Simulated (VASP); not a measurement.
Here is a VASP 6.6.1 calculation.

File POSCAR:

```
TaSi2
1.0
    5.0189659174      0.0000000000      0.0000000000
   -2.5094829587      4.3465519852      0.0000000000
    0.0000000000      0.0000000000      6.8824931650
Ta Si
3 6
Direct
    0.5000000000      0.0000000000      0.0000000000
    0.5000000000      0.5000000000      0.6666666667
    0.0000000000      0.5000000000      0.3333333333
    0.1582725695      0.3165451391      0.0000000000
    0.8417274305      0.1582725695      0.6666666667
    0.6834548609      0.8417274305      0.3333333333
    0.8417274305      0.6834548609      0.0000000000
    0.1582725695      0.8417274305      0.6666666667
    0.3165451391      0.1582725695      0.3333333333
```

File INCAR.step1:

```
SYSTEM = TaSi2
PREC     = Accurate       ! precision mode
ENCUT    = 550            ! plane-wave cutoff, eV
ISMEAR   = 0              ! smearing method
SIGMA    = 0.15           ! smearing width, eV
LREAL    = .FALSE.        ! projectors in reciprocal space
LASPH    = .TRUE.         ! aspherical terms in the spheres
NELM     = 120            ! most SCF steps
NBANDS   = 38             ! bands
GGA      = PE             ! functional
ALGO     = Normal         ! electronic algorithm
EDIFF    = 1E-5           ! SCF threshold, eV
LWAVE    = .TRUE.         ! write WAVECAR
LCHARG   = .FALSE.        ! write CHGCAR
GGA_COMPAT= .FALSE.
```

INCAR.step2

```
SYSTEM = TaSi2
PREC     = Accurate       ! precision mode
ENCUT    = 550            ! plane-wave cutoff, eV
EDIFF    = 1E-6           ! SCF threshold, eV
ISMEAR   = 0              ! smearing method
SIGMA    = 0.15           ! smearing width, eV
LREAL    = .FALSE.        ! projectors in reciprocal space
LASPH    = .TRUE.         ! aspherical terms in the spheres
NELM     = 120            ! most SCF steps
ALGO     = Normal         ! electronic algorithm
ISIF     = 2              ! what is computed and relaxed
LWAVE    = .FALSE.        ! write WAVECAR
LCHARG   = .TRUE.         ! write CHGCAR
METAGGA  = R2SCAN         ! meta-GGA
LMIXTAU  = .TRUE.       
LELF     = .TRUE.         ! ELF
LVHAR    = .TRUE.       
NBANDS   = 38             ! bands
ISTART   = 1            
GGA_COMPAT= .FALSE.
```

The input KPOINTS:

```
Automatic mesh
0
G
  12 12 6
  0 0 0
```

Potentials or basis: VASP PAW PBE potentials, release 64 (Ta_pv, Si).

The run is started by

```bash
$ cat potpaw_PBE.64/Ta_pv/POTCAR potpaw_PBE.64/Si/POTCAR > POTCAR
$ cp INCAR.step1 INCAR
$ mpirun -np 1 vasp_std > vasp.out
$ cp INCAR.step2 INCAR
$ mpirun -np 1 vasp_std > vasp.out
```

Question: Estimate the band gap on the k mesh.

Answer: Zero (an odd number of electrons rules out a gap without spin polarisation).

Question: Predict the pressure.

Answer: -20.8 GPa.

Stress tensor (GPa, compression positive):
```
-19.24   0.00   0.00
  0.00 -19.24   0.00
  0.00   0.00 -24.01
```

Caveat: the cell differs from its parent crystal (strain +0.050 along x and y, +0.050 along z); the cell stands under tension; the PAW data sets were made with another functional, which shifts forces and pressure a little; spin-orbit coupling is left out, which moves the levels of the heavy elements.
